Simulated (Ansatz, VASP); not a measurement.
One calculation of Sr, two programs

File INCAR:

```
SYSTEM = Sr
PREC = Accurate ; ENCUT = 520
EDIFF = 1E-7 ; ISMEAR = -1
SIGMA = 0.05 ; LREAL = .FALSE.
LASPH = .TRUE. ; NELM = 60
ALGO = Normal ; ISIF = 2
LWAVE = .FALSE. ; LCHARG = .FALSE.
GGA = PE ; NBANDS = 11
```

File KPOINTS:

```
regular mesh
0
G
  11 11 10
  0 0 0
```

File POSCAR:

```
Sr
1.0
    3.6133892631      0.0000000000      0.0000000000
   -1.8066946315      3.1292868956      0.0000000000
    0.0000000000      0.0000000000      3.3079160919
Sr
1
Direct
    0.0000000000      0.0000000000      0.0000000000
```

Input for Ansatz:

```yaml
crystal:
  lattice:
    - [3.6133892631, 0.0, 0.0]
    - [-1.8066946315, 3.1292868956, 0.0]
    - [0.0, 0.0, 3.3079160919]
  atoms:
    - { symbol: Sr, position: [0.0, 0.0, 0.0] }
kpoints:
  mp_grid: { grid: [11, 11, 10] }
scf:
  occupations: { method: fermi_dirac, width: 0.05 }
hamiltonian:
  xc: pbe
  pseudopotentials: { kind: all_electron, lapw: { basis_error: 0.001 } }
output:
  forces: true
  stress: true
  eigenvalues: true
  populations: true
```

Change from the starting cell: volume scaled by 0.68, LAPW.

Alike in both runs: task single point; functional PBE; k mesh 11 × 11 × 10; occupations fermi-dirac, width 0.05 eV; no spin polarisation.

|  | VASP | Ansatz |
| --- | --- | --- |
| version | VASP 6.6.1 | Ansatz 0.2.0 |
| potentials or method | VASP PAW PBE potentials, release 64 (Sr_sv), cutoff 520 eV | all-electron LAPW, scalar-relativistic |

```tsv
	VASP	Ansatz	Ansatz less VASP
pressure (GPa)	7.0	7.0	-0.06
```

Ansatz ran all-electron here, and VASP with PAW potentials.
